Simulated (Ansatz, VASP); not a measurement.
**Al2Cu: VASP beside Ansatz**

```xyz
3
Lattice="3.9479 0.0000 0.0000 0.0000 3.9479 0.0000 0.0000 0.0000 2.5957" Properties=species:S:1:pos:R:3 pbc="T T T"
Al    1.9740    0.0000    1.2978
Al    0.0000    1.9740    1.2978
Cu    0.0000    0.0000    0.0000
```

Alike in both runs: task single point; functional LDA; k mesh 10 × 10 × 14; occupations gaussian, width 0.15 eV; no spin polarisation.

|  | VASP | Ansatz |
| --- | --- | --- |
| version | VASP 6.6.1 | Ansatz 0.2.0 |
| potentials or method | VASP PAW LDA potentials, release 64 (Al, Cu), cutoff 520 eV | scalar-relativistic, plane waves, PAW |
| valence electrons in the cell | 17 | 25 |

|  | VASP | Ansatz | Ansatz less VASP |
| --- | --- | --- | --- |
| gap on the k mesh at the Fermi level (eV) | none | none | - |
| pressure (GPa) | 19.5 | 19.1 | -0.42 |
| traceless stress, the component that is largest in VASP (GPa) | 6.08 | 6.12 | +0.040 |

Ansatz warns that its potentials were made for another functional, while VASP's fit it. LDA's correlation is that of Perdew and Zunger in VASP and of Perdew and Wang (1992) in Ansatz. A gap of «none» marks a metal or a gap that the smearing closes. VASP's potentials hold 17 valence electrons a cell and Ansatz's 25, so a difference there can come from the potentials and not from the codes.
